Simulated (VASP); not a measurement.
Input of a VASP 6.6.1 run:

The input POSCAR:

```
Ti3Pt
1.0
    5.0246572500      0.0000000000      0.0000000000
    0.0000000000      5.0246572500      0.0000000000
    0.0000000000      0.0000000000      5.0246572500
Ti Pt
6 2
Direct
    0.2500000000      0.0000000000      0.5000000000
    0.5000000000      0.7500000000      0.0000000000
    0.7500000000      0.0000000000      0.5000000000
    0.5000000000      0.2500000000      0.0000000000
    0.0000000000      0.5000000000      0.7500000000
    0.0000000000      0.5000000000      0.2500000000
    0.0000000000      0.0000000000      0.0000000000
    0.5000000000      0.5000000000      0.5000000000
```

The input INCAR.step1:

```
SYSTEM = Ti3Pt
ALGO     = Normal         ! electronic algorithm
EDIFF    = 1E-4           ! SCF threshold, eV
ENCUT    = 520            ! plane-wave cutoff, eV
GGA      = PE             ! functional
ISMEAR   = -1             ! smearing method
LASPH    = .TRUE.         ! aspherical terms in the spheres
LCHARG   = .FALSE.        ! write CHGCAR
LREAL    = .FALSE.        ! projectors in reciprocal space
LWAVE    = .TRUE.         ! write WAVECAR
NBANDS   = 56             ! bands
NELM     = 60             ! most SCF steps
PREC     = Accurate       ! precision mode
SIGMA    = 0.1            ! smearing width, eV
```

File INCAR.step2:

```
SYSTEM = Ti3Pt
ALGO     = Normal         ! electronic algorithm
EDIFF    = 1E-6           ! SCF threshold, eV
ENCUT    = 520            ! plane-wave cutoff, eV
ISIF     = 2              ! what is computed and relaxed
ISMEAR   = -1             ! smearing method
ISTART   = 1            
LASPH    = .TRUE.         ! aspherical terms in the spheres
LCHARG   = .FALSE.        ! write CHGCAR
LMIXTAU  = .TRUE.       
LREAL    = .FALSE.        ! projectors in reciprocal space
LWAVE    = .FALSE.        ! write WAVECAR
METAGGA  = R2SCAN         ! meta-GGA
NBANDS   = 56             ! bands
NELM     = 60             ! most SCF steps
PREC     = Accurate       ! precision mode
SIGMA    = 0.1            ! smearing width, eV
```

KPOINTS

```
k-points
0
G
  7 7 7
  0 0 0
```

Potentials or basis: VASP PAW PBE potentials, release 64 (Ti_sv, Pt).

Launch:

```bash
$ cat potpaw_PBE.64/Ti_sv/POTCAR potpaw_PBE.64/Pt/POTCAR > POTCAR
$ cp INCAR.step1 INCAR
$ mpirun -np 1 vasp_std > vasp.out
$ cp INCAR.step2 INCAR
$ mpirun -np 1 vasp_std > vasp.out
```

Task: Estimate the band gap on the k mesh.

Result: Zero (bands 46 and 47 overlap by 0.46 eV).

Task: Predict the pressure.

Result: 0.4 GPa.

Caveat: the PAW data sets were made with another functional, which shifts forces and pressure a little; spin-orbit coupling is left out, which moves the levels of the heavy elements.
